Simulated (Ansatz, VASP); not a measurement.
SiB5C in VASP and in Ansatz

```
Si B C
1.0
     3.73000    0.00000    0.00000
    -1.86500    3.23028    0.00000
     0.00000    0.00000    6.62232
Si B C
1 5 1
Direct
  0.00000 0.00000 0.00000
  0.50000 0.00000 0.50000
  0.00000 0.50000 0.50000
  0.50000 0.50000 0.50000
  0.00000 0.00000 0.27704
  0.00000 0.00000 0.72296
  0.00000 0.00000 0.50000
```

Alike in both runs: functional PBE; k mesh 5 × 5 × 3; occupations gaussian, width 0.2 eV; no spin polarisation.

Ansatz relaxed the structure, and its values are those at the end. VASP's run is a single point on that final structure, the one shown.

|  | VASP | Ansatz |
| --- | --- | --- |
| version | VASP 6.6.1 | Ansatz 0.2.0 |
| potentials or method | VASP PAW PBE potentials, release 64 (Si, B, C), cutoff 600 eV | scalar-relativistic, plane waves, PAW |
| valence electrons in the cell | 23 | 23 |

```csv
,VASP,Ansatz,Ansatz less VASP
gap on the k mesh at the Fermi level (eV),none,none,-
pressure (GPa),-0.1,0.1,+0.13
rms of the force components (eV/Å),0.018,0.024,+0.0068
```

A gap of «none» marks a metal or a gap that the smearing closes.

The k mesh is coarse, so the values compare programs but aren't converged.
